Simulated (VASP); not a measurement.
# In3Se (P4/mmm) in VASP: further runs, part 2 of 2

VASP 6.6.1.

### Step 4. Relaxation of cell and atoms, PBE

INCAR

```
PREC     = Accurate       # precision mode
ENCUT    = 600            # plane-wave cutoff, eV
EDIFF    = 1E-6           # SCF threshold, eV
ISMEAR   = 0              # smearing method
SIGMA    = 0.1            # smearing width, eV
LREAL    = False          # projectors in reciprocal space
LASPH    = True           # aspherical terms in the spheres
NELM     = 60             # most SCF steps
ALGO     = Normal         # electronic algorithm
ISIF     = 3              # what is computed and relaxed
LWAVE    = False          # write WAVECAR
LCHARG   = False          # write CHGCAR
GGA      = PE             # functional
IBRION   = 2              # ionic algorithm
NSW      = 90             # ionic steps
EDIFFG   = -0.04          # ionic threshold
```

KPOINTS

```
regular mesh
0
Gamma
  4 4 4
```

POSCAR

```
In3Se
1.0
    4.4687999100      0.0000000000      0.0000000000
    0.0000000000      4.4687999100      0.0000000000
    0.0000000000      0.0000000000      6.1872888800
In Se
3 1
Direct
    0.0000000000      0.5000000000      0.0000000000
    0.5000000000      0.0000000000      0.0000000000
    0.5000000000      0.5000000000      0.0000000000
    0.5000000000      0.5000000000      0.5000000000
```

Potentials or basis: VASP PAW PBE potentials, release 64 (In_d, Se).

The run is started by

```sh
> cat potpaw_PBE.64/In_d/POTCAR potpaw_PBE.64/Se/POTCAR > POTCAR
> mpirun -np 1 vasp_std > vasp.out
```

OUTCAR:

```text
PREC = Accurate
   ENCUT = 600
   EDIFF = 1E-6
   ISMEAR = 0
   LREAL = False
   LASPH = True
   NELM = 60
   ISIF = 3
   GGA = PE
   IBRION = 2
   NSW = 90
   EDIFFG = -0.04

 ion  position               nearest neighbor table
   1  0.000  0.500  0.000-   3 2.23   3 2.23   2 3.16   2 3.16   2 3.16   2 3.16
   2  0.500  0.000  0.000-   3 2.23   3 2.23   1 3.16   1 3.16   1 3.16   1 3.16
   3  0.500  0.500  0.000-   1 2.23   2 2.23   2 2.23   1 2.23   4 3.09   4 3.09
   4  0.500  0.500  0.500-   3 3.09   3 3.09

  LATTYP: Found a simple tetragonal cell.
 ALAT       =     4.4687999100
 C/A-ratio  =     1.3845526774

  Lattice vectors:

 A1 = (   4.4687999100,   0.0000000000,   0.0000000000)
 A2 = (   0.0000000000,   4.4687999100,   0.0000000000)
 A3 = (   0.0000000000,   0.0000000000,   6.1872888800)

Analysis of symmetry for initial positions (statically):
=====================================================================
 Subroutine PRICEL returns:
 Original cell was already a primitive cell.

 Routine SETGRP: Setting up the symmetry group for a
 simple tetragonal supercell.

 Subroutine GETGRP returns: Found 16 space group operations
 (whereof 16 operations were pure point group operations)
 out of a pool of 16 trial point group operations.

The static configuration has the point symmetry D_4h.

Analysis of symmetry for dynamics (positions and initial velocities):
=====================================================================
 Subroutine PRICEL returns:
 Original cell was already a primitive cell.

 Routine SETGRP: Setting up the symmetry group for a
 simple tetragonal supercell.

 Subroutine GETGRP returns: Found 16 space group operations
 (whereof 16 operations were pure point group operations)
 out of a pool of 16 trial point group operations.

The dynamic configuration has the point symmetry D_4h.
[... 101 lines left out ...]
   NFREE  =      1    steps in history (QN), initial steepest desc. (CG)
   ISIF   =      3    stress and relaxation
   ISYM   =      2    0-nonsym 1-usesym 2-fastsym
   POTIM  = 0.5000    time-step for ionic-motion
   TEBEG  =    0.0;   TEEND  =   0.0 temperature during run
   PSTRESS=    0.0 pullay stress
   NELECT =      45.0000    total number of electrons
   NUPDOWN=      -1.0000    fix difference up-down
   EMIN   =  10.00;   EMAX   =-10.00  energy-range for DOS
   EFERMI =   0.00;   METHOD = LEGACY
   ISMEAR =     0;   SIGMA  =   0.10  broadening in eV -4-tet -1-fermi 0-gaus
   EFERMI_NEDOS =   21; number of points for ismear=-14 and -15
   IALGO  =     38    algorithm
   IMIX   =      4    mixing-type and parameters
     AMIX     =   0.40;   BMIX     =  1.00
     AMIX_MAG =   1.60;   BMIX_MAG =  1.00
  volume/ion in A,a.u.               =      30.89       208.46
  Fermi-wavevector in a.u.,A,eV,Ry     =   1.169100  2.209278 18.596367  1.366794
  Thomas-Fermi vector in A             =   2.305577
   LORBIT       =      0    0 simple, 1 ext, 2 COOP (PROOUT), +10 PAW based schemes
   GGA     = PE    functional components
   LHFCALC =     F    Hartree Fock is set to
   AEXX    =    0.0000 exact exchange contribution
   IVDW    =     0    specifies the selected vdW correction
   LEPSILON=     F    determine dielectric tensor
   LRPA    =     F    only Hartree local field effects (RPA)
 conjugate gradient relaxation of ions
 non-spin polarized calculation
 Gauss-broadening in eV      SIGMA  =   0.10
  energy-cutoff  :      600.00
  volume of cell :      123.56
 maximum number of plane-waves:      4152
 NGX is ok and might be reduce to    36
   NGX = 17   NGY = 17   NGZ = 25

--------------------------------------- Ionic step        1  -------------------------------------------

 number of electron      45.0000015 magnetization

 Free energy of the ion-electron system (eV)
  ---------------------------------------------------
  ext. energy  EPLUGINS =         0.00000000
  ---------------------------------------------------
  free energy    TOTEN  =        -2.36303271 eV

  energy without entropy =       -2.34557094  energy(sigma->0) =       -2.35430182

------------------------ aborting loop because EDIFF is reached ----------------------------------------

  FORCE on cell =-STRESS in cart. coord.  units (eV):
  Direction    XX          YY          ZZ          XY          YZ          ZX
  --------------------------------------------------------------------------------------
  -------------------------------------------------------------------------------------
  Total       37.7266252     37.7266252     -4.9532880      0.0000000     -0.0000000      0.0000000
  in kB      489.1885996    489.1885996    -64.2276377      0.0000000     -0.0000000      0.0000000
  external PRESSURE =     304.7165205 kB  Pullay stress =       0.0000000 kB
[... 291 lines left out ...]
--------------------------------------- Ionic step        9  -------------------------------------------

 number of electron      45.0000055 magnetization

 Free energy of the ion-electron system (eV)
  ---------------------------------------------------
  ext. energy  EPLUGINS =         0.00000000
  ---------------------------------------------------
  free energy    TOTEN  =       -10.03796822 eV

  energy without entropy =      -10.02693855  energy(sigma->0) =      -10.03245339

 E-fermi :   1.8356     XC(G=0):  -6.9800

 val. band max:        1.8050886918   @ k =   0.2500   0.0000   0.5000
 cond. band min:       1.8542550244   @ k =   0.5000   0.2500   0.5000
 fundamental gap:      0.0491663326
 Fermi energy:         1.8355671982

 k-point     1 :       0.0000    0.0000    0.0000
  band No.  band energies     occupation
      1     -13.4350      2.00000
      2     -13.3042      2.00000
      3     -13.1870      2.00000
      4     -13.1263      2.00000
      5     -13.1263      2.00000
      6     -13.1065      2.00000
[... 560 lines left out ...]
  FREE ENERGIE OF THE ION-ELECTRON SYSTEM (eV)
  ---------------------------------------------------
  free  energy   TOTEN  =       -10.0379682249 eV

  energy  without entropy=      -10.0269385526  energy(sigma->0) =      -10.03245339

 reached required accuracy - stopping structural energy minimisation
```

OSZICAR:

```text
N       E                     dE             d eps       ncg     rms          rms(c)
DAV:   1     0.453849936569E+03    0.45385E+03   -0.23430E+04   972   0.219E+03
[... 117 lines left out ...]
DAV:   1    -0.100419028196E+02   -0.41387E-02   -0.12303E-01  1170   0.434E+00    0.362E-01
DAV:   2    -0.100388064059E+02    0.30964E-02   -0.85092E-03  1184   0.137E+00    0.161E-01
DAV:   3    -0.100380091987E+02    0.79721E-03   -0.21525E-03  1190   0.666E-01    0.529E-02
DAV:   4    -0.100379691321E+02    0.40067E-04   -0.18857E-04  1172   0.142E-01    0.274E-02
DAV:   5    -0.100379667622E+02    0.23699E-05   -0.28162E-05  1224   0.482E-02    0.129E-02
DAV:   6    -0.100379679124E+02   -0.11502E-05   -0.52995E-06  1004   0.238E-02    0.502E-03
DAV:   7    -0.100379682249E+02   -0.31249E-06   -0.57983E-07   519   0.109E-02
   9 F= -.10037968E+02 E0= -.10032453E+02  d E =-.250909E+00
```

CONTCAR:

```text
In3Se
   1.00000000000000
     5.8737104253255730    0.0000000000000000    0.0000000000000000
     0.0000000000000000    5.8737104253255721    0.0000000000000000
     0.0000000000000000   -0.0000000000000000    5.4448639993280814
  In              Se
     3     1
Direct
     0.0000000000000000    0.5000000000000000    1.0000000000000000
     0.5000000000000000    1.0000000000000000    0.0000000000000000
     0.5000000000000000    0.5000000000000000    0.0000000000000000
     0.5000000000000000    0.5000000000000000    0.5000000000000000

  0.00000000E+00  0.00000000E+00  0.00000000E+00
  0.00000000E+00  0.00000000E+00  0.00000000E+00
  0.00000000E+00  0.00000000E+00  0.00000000E+00
  0.00000000E+00  0.00000000E+00  0.00000000E+00
```

Wall time 3.8 min (1 thread of Intel Xeon 6975P-C (Granite Rapids), shared host); peak memory 0.28 GiB.

What came out:

| Quantity | Value |
| --- | --- |
| Free energy | -10.0380 eV |
| Relaxed volume | 46.96 Å³/atom |
| Relaxed cell | a = 5.874 Å, b = 5.874 Å, c = 5.445 Å, α = 90.00°, β = 90.00°, γ = 90.00° |
| Space group after relaxing (to 0.1 Å) | P4/mmm (No. 123) |
| Energy gained by relaxing | 1918.7 meV/atom |
| Ionic steps | 9 |
| Pressure after relaxing | -0.1 GPa |
| Band gap on the k mesh | zero (an odd number of electrons rules out a gap without spin polarisation) |

Stress tensor (GPa, compression positive):
```
-0.13  0.00  0.00
 0.00 -0.13  0.00
 0.00  0.00  0.02
```

The path:
| step | energy change (eV) | largest force (eV/Å) | pressure (GPa) | volume (Å³) |
| --- | --- | --- | --- | --- |
| 1 | 0.0000 | 0.0000 | 30.47 | 123.56 |
| 2 | -7.1348 | 0.0000 | -2.30 | 245.96 |
| 3 | -7.3430 | 0.0000 | -0.61 | 190.68 |
| 4 | -7.4088 | 0.0000 | -1.90 | 213.54 |
| 5 | -7.4244 | 0.0000 | -1.63 | 206.35 |
| 6 | -7.4240 | 0.0000 | -1.54 | 204.54 |
| 7 | -7.6523 | 0.0000 | -0.64 | 192.37 |
| 8 | -7.6747 | 0.0000 | -0.14 | 188.31 |
| 9 | -7.6749 | 0.0000 | -0.08 | 187.85 |

Final structure:
```
In Se
1.0
     5.87371    0.00000    0.00000
     0.00000    5.87371    0.00000
     0.00000    0.00000    5.44486
In Se
3 1
Cartesian
  0.0000 2.9369 5.4449
  2.9369 5.8737 0.0000
  2.9369 2.9369 0.0000
  2.9369 2.9369 2.7224
```

Caveat: the volume moved by over 15 % at a fixed basis, so the end points are rough; spin-orbit coupling is left out, which moves the levels of the heavy elements.

### Step 5. Single point, PBE

This run uses another cell than the first one, of 47.07 Å³/atom.

INCAR

```
SYSTEM = In3Se
PREC     = Accurate       ! precision mode
ENCUT    = 520            ! plane-wave cutoff, eV
EDIFF    = 1E-6           ! SCF threshold, eV
ISMEAR   = 0              ! smearing method
SIGMA    = 0.1            ! smearing width, eV
LREAL    = .FALSE.        ! projectors in reciprocal space
LASPH    = .TRUE.         ! aspherical terms in the spheres
NELM     = 60             ! most SCF steps
ALGO     = Normal         ! electronic algorithm
ISIF     = 2              ! what is computed and relaxed
LWAVE    = .FALSE.        ! write WAVECAR
LCHARG   = .TRUE.         ! write CHGCAR
GGA      = PE             ! functional
LELF     = .TRUE.         ! ELF
LVHAR    = .TRUE.       
NBANDS   = 30             ! bands
```

KPOINTS

```
Automatic mesh
0
G
  8 8 8
  0 0 0
```

POSCAR

```
In3Se
1.0
    5.8928799993      0.0000000000      0.0000000000
    0.0000000000      5.8928799993      0.0000000000
    0.0000000000      0.0000000000      5.4218924991
In Se
3 1
Direct
    0.0000000000      0.5000000000      0.0000000000
    0.5000000000      0.0000000000      0.0000000000
    0.5000000000      0.5000000000      0.0000000000
    0.5000000000      0.5000000000      0.5000000000
```

Potentials or basis: VASP PAW PBE potentials, release 64 (In_d, Se).

The run is started by

```sh
> cat potpaw_PBE.64/In_d/POTCAR potpaw_PBE.64/Se/POTCAR > POTCAR
> mpirun -np 1 vasp_std > vasp.out
```

OUTCAR:

```text
SYSTEM = In3Se
   PREC = Accurate
   ENCUT = 520
   EDIFF = 1E-6
   ISMEAR = 0
   LREAL = .FALSE.
   LASPH = .TRUE.
   NELM = 60
   ISIF = 2
   GGA = PE

 ion  position               nearest neighbor table
   1  0.000  0.500  0.000-   3 2.95   3 2.95
   2  0.500  0.000  0.000-   3 2.95   3 2.95
   3  0.500  0.500  0.000-   4 2.71   4 2.71   1 2.95   2 2.95   2 2.95   1 2.95
   4  0.500  0.500  0.500-   3 2.71   3 2.71

  LATTYP: Found a simple tetragonal cell.
 ALAT       =     5.8928799993
 C/A-ratio  =     0.9200751585

  Lattice vectors:

 A1 = (   5.8928799993,   0.0000000000,   0.0000000000)
 A2 = (   0.0000000000,   5.8928799993,   0.0000000000)
 A3 = (   0.0000000000,   0.0000000000,   5.4218924991)

Analysis of symmetry for initial positions (statically):
=====================================================================
 Subroutine PRICEL returns:
 Original cell was already a primitive cell.

 Routine SETGRP: Setting up the symmetry group for a
 simple tetragonal supercell.

 Subroutine GETGRP returns: Found 16 space group operations
 (whereof 16 operations were pure point group operations)
 out of a pool of 16 trial point group operations.
[... 162 lines left out ...]
  ext. energy  EPLUGINS =         0.00000000
  ---------------------------------------------------
  free energy    TOTEN  =       -10.03674880 eV

  energy without entropy =      -10.02496609  energy(sigma->0) =      -10.03085745

 E-fermi :   1.8992     XC(G=0):  -6.9710

 val. band max:        1.8959996920   @ k =   0.3750   0.2500   0.2500
 cond. band min:       1.9308485907   @ k =   0.2500   0.0000   0.1250
 fundamental gap:      0.0348488987
 Fermi energy:         1.8991533180

 k-point     1 :       0.0000    0.0000    0.0000
  band No.  band energies     occupation
      1     -13.3968      2.00000
      2     -13.2725      2.00000
      3     -13.1530      2.00000
      4     -13.0940      2.00000
      5     -13.0940      2.00000
      6     -13.0789      2.00000
[... 781 lines left out ...]
     29       6.0824      0.00000
     30       7.9801      0.00000

 [... further k-points ...]
[... 5 lines left out ...]
  --------------------------------------------------------------------------------------
  -------------------------------------------------------------------------------------
  Total       -0.0204587     -0.0204587     -0.0118368      0.0000000      0.0000000      0.0000000
  in kB       -0.1740936     -0.1740936     -0.1007255      0.0000000      0.0000000      0.0000000
  external PRESSURE =      -0.1496376 kB  Pullay stress =       0.0000000 kB

 VOLUME and BASIS-vectors are now :
 -----------------------------------------------------------------------------
  energy-cutoff  :      520.00
  volume of cell :      188.28
      direct lattice vectors                 reciprocal lattice vectors
     5.892879999  0.000000000  0.000000000     0.169696312  0.000000000  0.000000000
     0.000000000  5.892879999  0.000000000     0.000000000  0.169696312  0.000000000
     0.000000000  0.000000000  5.421892499     0.000000000  0.000000000  0.184437445

 POSITION                                       TOTAL-FORCE (eV/Angst)
 -----------------------------------------------------------------------------------
      0.00000      2.94644      0.00000         0.000000      0.000000      0.000000
      2.94644      0.00000      0.00000         0.000000      0.000000      0.000000
      2.94644      2.94644      0.00000         0.000000      0.000000      0.000000
      2.94644      2.94644      2.71095         0.000000      0.000000      0.000000
 -----------------------------------------------------------------------------------
    total drift:                                0.000000      0.000000      0.000000

  FREE ENERGIE OF THE ION-ELECTRON SYSTEM (eV)
  ---------------------------------------------------
  free  energy   TOTEN  =       -10.0367488015 eV

  energy  without entropy=      -10.0249660945  energy(sigma->0) =      -10.03085745
```

OSZICAR:

```text
N       E                     dE             d eps       ncg     rms          rms(c)
DAV:   1     0.403823274601E+03    0.40382E+03   -0.20465E+04  4500   0.155E+03
DAV:   2     0.347937558279E+02   -0.36903E+03   -0.35977E+03  4524   0.398E+02
DAV:   3    -0.883755206871E+01   -0.43631E+02   -0.42327E+02  5802   0.157E+02
DAV:   4    -0.109862154023E+02   -0.21487E+01   -0.21421E+01  5166   0.388E+01
DAV:   5    -0.110703075698E+02   -0.84092E-01   -0.84083E-01  5984   0.721E+00    0.547E+00
DAV:   6    -0.100298227881E+02    0.10405E+01   -0.25653E+00  7154   0.137E+01    0.298E+00
DAV:   7    -0.100358166626E+02   -0.59939E-02   -0.42367E-01  5104   0.391E+00    0.120E+00
DAV:   8    -0.100340540959E+02    0.17626E-02   -0.63659E-02  6448   0.223E+00    0.379E-01
DAV:   9    -0.100352462960E+02   -0.11922E-02   -0.29133E-02  6442   0.134E+00    0.228E-01
DAV:  10    -0.100357631491E+02   -0.51685E-03   -0.74326E-03  6200   0.774E-01    0.939E-02
DAV:  11    -0.100365741549E+02   -0.81101E-03   -0.19418E-03  5914   0.259E-01    0.413E-02
DAV:  12    -0.100367118166E+02   -0.13766E-03   -0.29490E-04  5750   0.868E-02    0.354E-02
DAV:  13    -0.100367266043E+02   -0.14788E-04   -0.97313E-05  5530   0.660E-02    0.169E-02
DAV:  14    -0.100367452848E+02   -0.18680E-04   -0.42831E-05  4842   0.235E-02    0.701E-03
DAV:  15    -0.100367482890E+02   -0.30042E-05   -0.78355E-06  4104   0.163E-02    0.275E-03
DAV:  16    -0.100367488015E+02   -0.51251E-06   -0.11401E-06  3652   0.100E-02
   1 F= -.10036749E+02 E0= -.10030857E+02  d E =-.117827E-01
```

stdout:

```text
POSCAR found type information on POSCAR InSe
 POSCAR found :  2 types and       4 ions
 scaLAPACK will be used
 LDA part: xc-table for (Slater+PW92), standard interpolation
 POSCAR, INCAR and KPOINTS ok, starting setup
 FFT: planning ... GRIDC
 FFT: planning ... GRID_SOFT
 FFT: planning ... GRID
 WAVECAR not read
 entering main loop
```

Wall time 3.3 min (1 thread of Intel Xeon 6975P-C (Granite Rapids), shared host); peak memory 0.52 GiB.

What came out:

| Property | Result |
| --- | --- |
| Free energy | -10.0367 eV |
| Pressure | 0.0 GPa |
| Band gap on the k mesh | zero (an odd number of electrons rules out a gap without spin polarisation) |

Caveat: spin-orbit coupling is left out, which moves the levels of the heavy elements.

### Step 6. Overview

| task | cell | k mesh | cutoff (eV) | gap on the mesh (eV) | pressure (GPa) |
| --- | --- | --- | --- | --- | --- |
| single point | a = 4.469, b = 4.469, c = 6.187 Å, 4 atoms | 4 × 4 × 4 | 520 | none | 30.4 |
| single point | a = 5.859, b = 5.859, c = 5.448 Å, 4 atoms | 4 × 4 × 4 | 520 | none | 0.0 |
| relaxation of cell and atoms | relaxed from a = 4.469, b = 4.469, c = 6.187 Å, 4 atoms | 4 × 4 × 4 | 600 | none | -0.1 |
| single point | a = 5.893, b = 5.893, c = 5.422 Å, 4 atoms | 8 × 8 × 8 | 520 | none | 0.0 |

Alike in all rows: level PBE; potentials or basis VASP PAW PBE potentials, release 64 (In_d, Se); no spin polarisation; smearing gaussian 0.1 eV.

Caveats: spin-orbit coupling is left out, which moves the levels of the heavy elements; the cell stands under pressure (at least some runs); the volume moved by over 15 % at a fixed basis, so the end points are rough (at least some runs).

Absolute energies hang on the potentials; compare differences alone.
